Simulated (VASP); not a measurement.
# HgTe (Coloradoite): single point with r2SCAN

Crystal: HgTe (Coloradoite).

```xyz
2
Lattice="0.0000 3.1929 3.1929 3.1929 0.0000 3.1929 3.1929 3.1929 0.0000" Properties=species:S:1:pos:R:3 pbc="T T T"
Hg    0.0000    0.0000    0.0000
Te    4.7894    4.7894    4.7894
```

| Quantity | Value |
| --- | --- |
| Program | VASP 6.6.1 |
| Task | single point |
| Functional | r2SCAN |
| Potentials or basis | VASP PAW PBE potentials, release 64 (Hg, Te) |
| Cutoff | 520 eV |
| k mesh | 6 × 6 × 6 |
| Occupations | fermi-dirac, width 0.05 eV |
| Spin | no spin polarisation |
| Dipole correction | no |
| Further INCAR settings | ALGO = Normal; EDIFF = 1e-07; NBANDS = 16 |

```yaml
Pressure: 4.5 GPa
Band_gap_on_the_k_mesh: zero (filled and empty bands touch)
```

Levels at points of the mesh, in eV from the Fermi level:
```csv
k point,band 5,band 6,band 7,band 8,band 9,band 10,band 11,band 12,band 13,band 14
"(0.00, 0.00, 0.00)",-7.29,-7.29,-0.35,-0.04,-0.04,-0.04,4.45,4.45,4.45,6.77
"(0.50, 0.00, 0.00)",-7.27,-6.94,-5.95,-1.14,-1.14,0.92,5.29,5.29,7.11,8.45
"(0.50, 0.50, 0.00)",-7.22,-6.76,-5.84,-2.56,-2.56,2.03,2.60,8.84,9.56,9.56
```

Run time: 2.3 min on 1 thread of AMD EPYC 7R13 Processor (Zen 3), with other jobs on the host, peak memory 0.18 GiB.

Caveat: the PAW data sets were made with another functional, which shifts forces and pressure a little; spin-orbit coupling is left out, which moves the levels of the heavy elements.
